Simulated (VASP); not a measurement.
A run of VASP 6.6.1 is set up as follows.

The input INCAR:

```
SYSTEM = InB
  ALGO = Normal
  EDIFF = 1E-7
  ENCUT = 520
  GGA = PE
  ISIF = 2
  ISMEAR = 0
  LASPH = .True.
  LCHARG = .True.
  LELF = .True.
  LREAL = .False.
  LVHAR = .True.
  LWAVE = .False.
  NBANDS = 15
  NELM = 100
  PREC = Accurate
  SIGMA = 0.1
```

Contents of KPOINTS:

```
k-points
0
Gamma
  14 14 14
  0 0 0
```

Contents of POSCAR:

```
InB
1.0
    1.8663625331     -2.7599438232      0.0000000000
    1.8663625331      2.7599438232      0.0000000000
    0.0000000000      0.0000000000      3.2725440793
In B
1 1
Direct
    0.0000000000      0.0000000000      0.0000000000
    0.5000000000      0.5000000000      0.5000000000
```

Potentials or basis: VASP PAW PBE potentials, release 64 (In_d, B).

Command:

```console
$ cat potpaw_PBE.64/In_d/POTCAR potpaw_PBE.64/B/POTCAR > POTCAR
$ mpirun -np 1 vasp_std > vasp.out
```

What does it give for the pressure?

0.0 GPa.

Predict the band gap on the k mesh.

zero (band 8 reaches 9.72 eV, above the bottom of band 9 at 4.61 eV).

Caveat: spin-orbit coupling is left out, which moves the levels of the heavy elements.
